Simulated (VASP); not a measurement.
Here is a VASP 6.6.1 calculation.

File INCAR:

```
SYSTEM = In2Ga3As5
PREC = Accurate
ENCUT = 400
EDIFF = 1E-6
ISMEAR = -1
SIGMA = 0.05
LREAL = .FALSE.
LASPH = .TRUE.
NELM = 200
ALGO = Normal
ISIF = 2
LWAVE = .FALSE.
LCHARG = .FALSE.
ISPIN = 2
MAGMOM = 0.4 0.4 0.4 0.4 0.4 0.4 0.4 0.4 0.4 0.4 0.4 0.4 0.4 0.4 0.4 0.4 0.4 0.4 0.4 0.4
LORBIT = 11
GGA = PS
NBANDS = 110
NELECT = 174.0
GGA_COMPAT = .FALSE.
```

Contents of KPOINTS:

```
Automatic mesh
0
G
  4 3 1
  0 0 0
```

File POSCAR:

```
In2Ga3As5
1.0
    3.0436690000     -3.0436690000      0.0000000000
    0.0000000000      0.0000000000      6.0873370000
  -14.0965830000    -14.0965830000      0.0000000000
In Ga As
4 6 10
Direct
    0.9855240000      0.9929330000      0.7835440000
    0.0075600000      0.9980520000      0.5677820000
    0.4930540000      0.4969520000      0.6766620000
    0.5044210000      0.4913850000      0.8920570000
    0.9950530000      0.0055920000      0.3758860000
    0.9890280000      0.0055270000      0.9988440000
    0.0132730000      0.0010160000      0.1898320000
    0.4975200000      0.4920190000      0.2863430000
    0.5060000000      0.5019220000      0.4721250000
    0.4991390000      0.4892580000      0.0917620000
    0.0044460000      0.2525360000      0.6740980000
    0.9887250000      0.2568810000      0.2823270000
    0.9818760000      0.2469350000      0.8896140000
    0.0128970000      0.2532750000      0.4712610000
    0.9857270000      0.2433650000      0.0988330000
    0.5180650000      0.7477540000      0.5679750000
    0.4976050000      0.7438410000      0.1917210000
    0.5059580000      0.7453800000      0.7853900000
    0.4897820000      0.7465490000      0.3801790000
    0.4989750000      0.7562460000      0.0008210000
```

Potentials or basis: VASP PAW PBE potentials, release 64 (In_d, Ga_d, As).

Command:

```sh
$ cat potpaw_PBE.64/In_d/POTCAR potpaw_PBE.64/Ga_d/POTCAR potpaw_PBE.64/As/POTCAR > POTCAR
$ mpirun -np 1 vasp_std > vasp.out
```

(1) Predict the largest force.

(2) Predict the net moment.

Results:

(1) 1.805 eV/Å.

(2) 0.00 μB per cell.

Caveat: the k points lie up to 0.36 Å⁻¹ apart, too coarse for converged energies and pressures of a metal; the cell carries a net charge on a neutralising background, which shifts energy and pressure; the PAW data sets were made with another functional, which shifts forces and pressure a little.
